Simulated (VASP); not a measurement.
Set up this calculation in VASP 6.6.1, as the native input.

```
Task                   : single point
Functional             : PBE
Dispersion             : D3(BJ)
Potentials or basis    : VASP PAW PBE potentials, release 64 (Bi_d)
Cutoff                 : 520 eV
k mesh                 : 18 × 18 × 18
Occupations            : gaussian, width 0.15 eV
Spin                   : no spin polarisation
Dipole correction      : no
Further INCAR settings : ALGO = Fast; EDIFF = 1e-07; NBANDS = 14
```

The structure of Bi lies in POSCAR:

```
Bi
1.0
   -2.0309662951      1.9318947685      1.9814305318
    2.0309662951     -1.9318947685      1.9814305318
    2.0309662951      1.9318947685     -1.9814305318
Bi
1
Direct
    0.0000000000      0.0000000000      0.0000000000
```

This cell differs from its parent crystal: strain +0.0250 x Voigt [1, -1, 0, 0, 0, 0].

The input as run:

INCAR

```
PREC = Accurate ; ENCUT = 520
EDIFF = 1E-7 ; ISMEAR = 0
SIGMA = 0.15 ; LREAL = False
LASPH = True ; NELM = 60
ALGO = Fast ; ISIF = 2
LWAVE = False ; LCHARG = True
GGA = PE ; IVDW = 12
LELF = True ; LVHAR = True
NBANDS = 14
```

KPOINTS

```
Automatic mesh
0
Gamma
  18 18 18
```

Potentials or basis: VASP PAW PBE potentials, release 64 (Bi_d).

Command:

```bash
$ cat potpaw_PBE.64/Bi_d/POTCAR > POTCAR
$ mpirun -np 1 vasp_std > vasp.out
```

It gave:

```json
{"Pressure": "-1.7 GPa", "Band gap on the k mesh": "zero (an odd number of electrons rules out a gap without spin polarisation)", "Dispersion energy per atom": "-0.507 eV"}
```

Caveat: the cell differs from its parent crystal (strain +0.0250 x Voigt [1, -1, 0, 0, 0, 0]); spin-orbit coupling is left out, which moves the levels of the heavy elements.

Run time: 2.9 min on 1 thread of Intel(R) Xeon(R) 6975P-C (Granite Rapids), with other jobs on the host, peak memory 0.44 GiB.
